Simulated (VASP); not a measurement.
Input of a VASP 6.6.1 run:

INCAR

```
PREC = Accurate ; ENCUT = 600
EDIFF = 1E-6 ; ISMEAR = 0
SIGMA = 0.01 ; LREAL = False
LASPH = True ; NELM = 100
ALGO = Normal ; ISIF = 3
LWAVE = False ; LCHARG = False
IBRION = 2 ; NSW = 80
EDIFFG = -0.001 ; PSTRESS = 30.0
```

Contents of KPOINTS:

```
Automatic mesh
0
Gamma
  8 8 6
```

File POSCAR:

```
AlGaN2
1.0
    3.1152864669      0.0000000000      0.0000000000
    0.0000000000      3.1152864669      0.0000000000
    0.0000000000      0.0000000000      4.3843302008
Al Ga N
1 1 2
Direct
    0.5000000000      0.5000000000      0.5000000000
    0.0000000000      0.0000000000      0.0000000000
    0.5000000000      0.0000000000      0.7400513254
    0.0000000000      0.5000000000      0.2599486746
```

Potentials or basis: VASP PAW LDA potentials, release 64 (Al, Ga_d, N).

The run is started by

```sh
$ cat potpaw_LDA.64/Al/POTCAR potpaw_LDA.64/Ga_d/POTCAR potpaw_LDA.64/N/POTCAR > POTCAR
$ mpirun -np 1 vasp_std > vasp.out
```

(1) What does it give for the space group after relaxing (to 0.05 Å)?

(2) Estimate the band gap on the k mesh.

(3) Estimate the relaxed cell.

(4) Predict the relaxed volume.

## Answers

(1) P-4m2 (No. 115).

(2) 3.14 eV, direct.

(3) a = 3.105 Å, b = 3.105 Å, c = 4.368 Å, α = 90.00°, β = 90.00°, γ = 90.00°.

(4) 10.53 Å³/atom.

Caveat: the cell is relaxed towards a set pressure, so the enthalpy falls and the energy may rise.
